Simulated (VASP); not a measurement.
Input of a VASP 6.6.1 run:

POSCAR

```
Fe3Ge
1.0
    3.6605005200      0.0000000000      0.0000000000
    0.0000000000      3.6605005200      0.0000000000
    0.0000000000      0.0000000000      3.6605005200
Fe Ge
3 1
Direct
    0.0000000000      0.5000000000      0.5000000000
    0.5000000000      0.0000000000      0.5000000000
    0.5000000000      0.5000000000      0.0000000000
    0.0000000000      0.0000000000      0.0000000000
```

The input INCAR.step1:

```
PREC = Accurate ; ENCUT = 660
ISMEAR = 1 ; SIGMA = 0.5
LREAL = False ; LASPH = True
NELM = 200 ; ISPIN = 2
MAGMOM = 3.5 3.5 3.5 0 ; LMAXMIX = 4
NBANDS = 31 ; GGA = PE
ALGO = Normal ; EDIFF = 1E-5
LWAVE = True ; LCHARG = False
GGA_COMPAT = False
```

INCAR.step2

```
PREC = Accurate ; ENCUT = 660
EDIFF = 1E-6 ; ISMEAR = 1
SIGMA = 0.5 ; LREAL = False
LASPH = True ; NELM = 200
ALGO = Normal ; ISIF = 2
LWAVE = False ; LCHARG = False
ISPIN = 2 ; MAGMOM = 3.5 3.5 3.5 0
LORBIT = 11 ; LMAXMIX = 4
METAGGA = R2SCAN ; LMIXTAU = True
NBANDS = 31 ; ISTART = 1
GGA_COMPAT = False
```

File KPOINTS:

```
Automatic mesh
0
Gamma
  4 4 4
```

Potentials or basis: VASP PAW PBE potentials, release 64 (Fe, Ge_d).

Launch:

```sh
$ cat potpaw_PBE.64/Fe/POTCAR potpaw_PBE.64/Ge_d/POTCAR > POTCAR
$ cp INCAR.step1 INCAR
$ mpirun -np 1 vasp_std > vasp.out
$ cp INCAR.step2 INCAR
$ mpirun -np 1 vasp_std > vasp.out
```

(1) Estimate the net moment.

(2) Predict the pressure.

Answers

(1) 7.71 μB per cell.

(2) -0.2 GPa.

Caveat: the k points lie up to 0.43 Å⁻¹ apart; so wide a smearing shifts energies and pressures; the PAW data sets were made with another functional, which shifts forces and pressure a little.
